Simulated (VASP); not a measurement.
# Al (Immm) in VASP: a series of runs, part 2 of 2

VASP 6.6.1. Earlier steps stand in the parts before.

## (5) Single point, PBE+D3(BJ) (strain +0.0050 x Voigt [0, 0, 0, 0, 0, 1])

File INCAR:

```
SYSTEM = Al
  PREC = Accurate
  ENCUT = 520
  EDIFF = 1E-7
  ISMEAR = 0
  SIGMA = 0.15
  LREAL = .FALSE.
  LASPH = .TRUE.
  NELM = 80
  ALGO = Fast
  ISIF = 2
  LWAVE = .FALSE.
  LCHARG = .FALSE.
  GGA = PE
  IVDW = 12
  NBANDS = 8
```

File KPOINTS:

```
regular mesh
0
G
  26 26 26
  0 0 0
```

File POSCAR:

```
Al
1.0
    0.0049784071      1.9913628292      1.9913628292
    1.9913628292      0.0049784071      1.9913628292
    1.9963412363      1.9963412363      0.0000000000
Al
1
Direct
    0.0000000000      0.0000000000      0.0000000000
```

Potentials or basis: VASP PAW PBE potentials, release 64 (Al).

The run is started by

```
$ cat potpaw_PBE.64/Al/POTCAR > POTCAR
$ mpirun -np 1 vasp_std > vasp.out
```

OUTCAR:

```text
SYSTEM = Al
   PREC = Accurate
   ENCUT = 520
   EDIFF = 1E-7
   ISMEAR = 0
   LREAL = .FALSE.
   LASPH = .TRUE.
   NELM = 80
   ISIF = 2
   GGA = PE
   IVDW = 12
 IVDW          = 12

 ion  position               nearest neighbor table
   1  0.000  0.000  0.000-

  LATTYP: Found a body centered orthorhombic cell.
 ALAT       =     2.8091717898
 B/A-ratio  =     1.0050125314
 C/A-ratio  =     1.4177579573

  Lattice vectors:

 A1 = (   1.9913628292,   0.0049784071,  -1.9913628292)
[... 446 lines left out ...]
      8      25.9703      0.00000

 [... further k-points ...]

------------------------ aborting loop because EDIFF is reached ----------------------------------------

 Edisp (eV)   -0.35199

 E8    (eV) :    -0.1575

  FORCE on cell =-STRESS in cart. coord.  units (eV):
  Direction    XX          YY          ZZ          XY          YZ          ZX
  --------------------------------------------------------------------------------------
  -------------------------------------------------------------------------------------
  Total      -0.00147    -0.00147    -0.00174    -0.02561     0.00000     0.00000
  in kB      -0.14951    -0.14951    -0.17648    -2.59835     0.00000     0.00000
  external pressure =       -0.16 kB  Pullay stress =        0.00 kB

 VOLUME and BASIS-vectors are now :
 -----------------------------------------------------------------------------
  energy-cutoff  :      520.00
  volume of cell :       15.79
      direct lattice vectors                 reciprocal lattice vectors
     0.004978407  1.991362829  1.991362829    -0.251713613  0.251713613  0.251084329
     1.991362829  0.004978407  1.991362829     0.251713613 -0.251713613  0.251084329
     1.996341236  1.996341236  0.000000000     0.250458184  0.250458184 -0.251084329

 POSITION                                       TOTAL-FORCE (eV/Angst)
 -----------------------------------------------------------------------------------
      0.00000      0.00000      0.00000         0.000000      0.000000      0.000000
 -----------------------------------------------------------------------------------
    total drift:                               -0.000000      0.000000      0.000000

  FREE ENERGIE OF THE ION-ELECTRON SYSTEM (eV)
  ---------------------------------------------------
  free  energy   TOTEN  =        -4.0935286703 eV

  energy  without entropy=       -4.0894324254  energy(sigma->0) =       -4.09148055
```

OSZICAR:

```text
N       E                     dE             d eps       ncg     rms          rms(c)
DAV:   1    -0.228145329864E+01   -0.22815E+01   -0.87232E+02 39712   0.205E+02
DAV:   2    -0.375755572644E+01   -0.14761E+01   -0.14306E+01 55304   0.192E+01
DAV:   3    -0.376480180342E+01   -0.72461E-02   -0.72429E-02 50944   0.151E+00
DAV:   4    -0.376482027596E+01   -0.18473E-04   -0.18473E-04 62272   0.660E-02
DAV:   5    -0.376482031610E+01   -0.40138E-07   -0.40522E-07 51472   0.170E-03    0.138E+00
RMM:   6    -0.375135902203E+01    0.13461E-01   -0.93084E-04 39557   0.175E-01    0.810E-01
RMM:   7    -0.374152000590E+01    0.98390E-02   -0.31116E-03 46779   0.303E-01    0.128E-01
RMM:   8    -0.374153662537E+01   -0.16619E-04   -0.15943E-04 44392   0.791E-02    0.240E-02
RMM:   9    -0.374153857559E+01   -0.19502E-05   -0.23307E-05 46066   0.297E-02    0.123E-02
RMM:  10    -0.374153782198E+01    0.75361E-06   -0.48262E-06 47238   0.136E-02    0.187E-02
RMM:  11    -0.374153760561E+01    0.21637E-06   -0.93607E-07 46730   0.531E-03    0.586E-03
RMM:  12    -0.374153751973E+01    0.85886E-07   -0.29508E-07 42811   0.316E-03
   1 F= -.40935287E+01 E0= -.40914805E+01  d E =-.409624E-02
```

stdout:

```text
POSCAR found type information on POSCAR Al
 POSCAR found :  1 types and       1 ions
 scaLAPACK will be used
 LDA part: xc-table for (Slater+PW92), standard interpolation
 POSCAR, INCAR and KPOINTS ok, starting setup
 FFT: planning ... GRIDC
 FFT: planning ... GRID_SOFT
 FFT: planning ... GRID
 WAVECAR not read
 entering main loop
WARNING in EDDRMM: call to ZHEGV failed, returncode =   8  4      8
```

Run time: 3.9 min. Hardware: 1 thread of Intel Xeon Platinum 8259CL at 2.50GHz (Skylake/Cascade Lake), shared host; peak memory 0.39 GiB.

Results:

```
Free energy                : -4.0935 eV
Pressure                   : 0.0 GPa
Dispersion energy per atom : -0.352 eV
```

Levels at points of the mesh, in eV from the Fermi level:
| k point | band 1 | band 2 | band 3 | band 4 | band 5 | band 6 |
| --- | --- | --- | --- | --- | --- | --- |
| (0.00, 0.00, 0.00) | -11.45 | 12.77 | 12.85 | 12.93 | 14.59 | 14.68 |
| (0.50, 0.00, 0.00) | -4.77 | -4.42 | 11.58 | 11.67 | 11.81 | 11.85 |
| (0.50, 0.50, 0.00) | -3.04 | -1.63 | 5.25 | 5.70 | 5.88 | 9.48 |
| (0.00, 0.00, 0.50) | -4.80 | -4.48 | 11.64 | 11.72 | 11.89 | 11.94 |
| (0.50, 0.00, 0.50) | -3.04 | -1.63 | 5.25 | 5.79 | 5.79 | 9.48 |

Caveat: the cell differs from its parent crystal (strain +0.0050 x Voigt [0, 0, 0, 0, 0, 1]); pairwise dispersion overbinds metals, which lowers pressure and volume.

## (6) Summary

```tsv
cell	further INCAR settings	gap on the mesh (eV)	pressure (GPa)
a = 2.816, b = 2.816, c = 2.865 Å, angles 59.4, 59.4, 58.8°, 1 atom	ALGO = Fast; EDIFF = 1e-07; NBANDS = 8	none	0.1
a = 2.816, b = 2.816, c = 2.851 Å, angles 59.6, 59.6, 59.2°, 1 atom	ALGO = Fast; EDIFF = 1e-06; NBANDS = 8	none	0.0
a = 2.816, b = 2.816, c = 2.837 Å, angles 59.8, 59.8, 59.5°, 1 atom	ALGO = Fast; EDIFF = 1e-07; NBANDS = 8	none	0.0
a = 2.816, b = 2.816, c = 2.823 Å, angles 59.9, 59.9, 59.8°, 1 atom	ALGO = Fast; EDIFF = 1e-07; NBANDS = 8	none	0.0
```

Alike in all rows: task single point; level PBE+D3(BJ); potentials or basis VASP PAW PBE potentials, release 64 (Al); no spin polarisation; k mesh 26 × 26 × 26; cutoff (eV) 520; smearing gaussian 0.15 eV.

Caveats: pairwise dispersion overbinds metals, which lowers pressure and volume.

Total energies depend on the potentials used, so only differences within one code and one set of settings carry meaning.
